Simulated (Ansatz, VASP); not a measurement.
Si in VASP and in Ansatz

```xyz
2
Lattice="0.0000 2.5270 2.5270 2.5270 0.0000 2.5270 2.5270 2.5270 0.0000" Properties=species:S:1:pos:R:3 pbc="T T T"
Si    3.7905    3.7905    3.7905
Si    2.5270    2.5270    2.5270
```

Alike in both runs: task single point; functional r2SCAN; k mesh 16 × 16 × 16; occupations gaussian, width 0.05 eV; no spin polarisation.

|  | VASP | Ansatz |
| --- | --- | --- |
| version | VASP 6.6.1 | Ansatz 0.2.0 |
| potentials or method | VASP PAW PBE potentials, release 64 (Si), cutoff 520 eV | scalar-relativistic, plane waves, PAW |
| valence electrons in the cell | 8 | 8 |

```tsv
	VASP	Ansatz	Ansatz less VASP
gap on the k mesh at the Fermi level (eV)	0.31	0.29	-0.021
least direct gap on the mesh (eV)	2.82	2.80	-0.028
```

VASP's potentials were made for PBE, not for r2SCAN.
